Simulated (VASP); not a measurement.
Al3Ru2, 10 atoms in the cell. It takes space group P4mm (No. 99, tetragonal). The conventional cell has a = 3.073 Å, b = 3.073 Å, c = 18.752 Å, α = 90.00°, β = 90.00°, γ = 90.00°. Al (site symmetry 4mm) has 8 Ru at 2.64 Å and 6 Al at 2.76 to 3.07 Å within 3.5 Å. Al (site symmetry 4mm) has 8 Ru at 2.64 Å and 5 Al at 2.76 to 3.07 Å within 3.5 Å. Within 3.3 Å of Al (site symmetry 4mm) lie 4 Ru at 2.51 Å and 9 Al at 2.70 to 3.07 Å. Al (site symmetry 4mm) has 5 Ru at 2.51 to 2.86 Å and 9 Al at 2.70 to 3.07 Å within 3.3 Å. Within 3.3 Å of Al (site symmetry 4mm) lie 5 Ru at 2.51 to 2.86 Å and 9 Al at 2.70 to 3.07 Å. Within 3.6 Å of Al (site symmetry 4mm) lie 8 Al at 2.70 to 3.07 Å and 1 Ru at 2.86 Å. Within 3.3 Å of Ru (site symmetry 4mm) lie 9 Al at 2.51 to 2.86 Å and 5 Ru at 3.01 to 3.07 Å. Ru (site symmetry 4mm) has 4 Al at 2.64 Å and 5 Ru at 3.01 to 3.07 Å within 3.5 Å.  This cell differs from its parent crystal: the distance across one plane changed.

| Item | Value |
| --- | --- |
| Program | VASP 6.6.1 |
| Task | single point |
| Functional | PBEsol |
| Potentials or basis | VASP PAW PBE potentials, release 64 (Al, Ru_pv) |
| Cutoff | 520 eV |
| k mesh | 15 × 15 × 4 |
| Occupations | gaussian, width 0.15 eV |
| Spin | no spin polarisation |
| Dipole correction | no |
| Further INCAR settings | ALGO = Fast; EDIFF = 1e-06; NBANDS = 48 |

Potentials or basis: VASP PAW PBE potentials, release 64 (Al, Ru_pv).

Launch:

```bash
$ cat potpaw_PBE.64/Al/POTCAR potpaw_PBE.64/Ru_pv/POTCAR > POTCAR
$ mpirun -np 1 vasp_std > vasp.out
```

Hardware: 1 thread of AMD EPYC 9R45 96-Core Processor (Zen 5), with other jobs on the host.

Task: How long does it take, and how much memory?

Result: Wall time 15 min on 1 thread of AMD EPYC 9R45 96-Core Processor (Zen 5), on a shared host, peak memory 0.71 GiB. Counts: scf iterations 24, k points 108.
